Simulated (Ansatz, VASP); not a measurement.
TiB2 in VASP and in Ansatz

```xyz
3
Lattice="3.0213 0.0000 0.0000 -1.5106 2.6165 0.0000 0.0000 0.0000 3.2199" Properties=species:S:1:pos:R:3 pbc="T T T"
Ti    0.0000    0.0000    0.0000
B    -0.0002    1.7444    1.6100
B     1.5105    0.8721    1.6100
```

Alike in both runs: task single point; functional PBE; k mesh 10 × 10 × 8; no spin polarisation.

|  | VASP | Ansatz |
| --- | --- | --- |
| version | VASP 6.6.1 | Ansatz 0.2.0 |
| potentials or method | VASP PAW PBE potentials, release 64 (Ti_sv, B), cutoff 520 eV | PAW plane waves |
| occupations | methfessel-paxton of order 1, width 0.0149 eV | cold, width 0.0149 eV |
| valence electrons in the cell | 18 | 18 |

|  | VASP | Ansatz | Ansatz less VASP |
| --- | --- | --- | --- |
| pressure (GPa) | 2.6 | 2.3 | -0.28 |
| traceless stress, the component that is largest in VASP (GPa) | -0.30 | -0.30 | -0.003 |

Ansatz's warnings: structure snapped to symmetry.
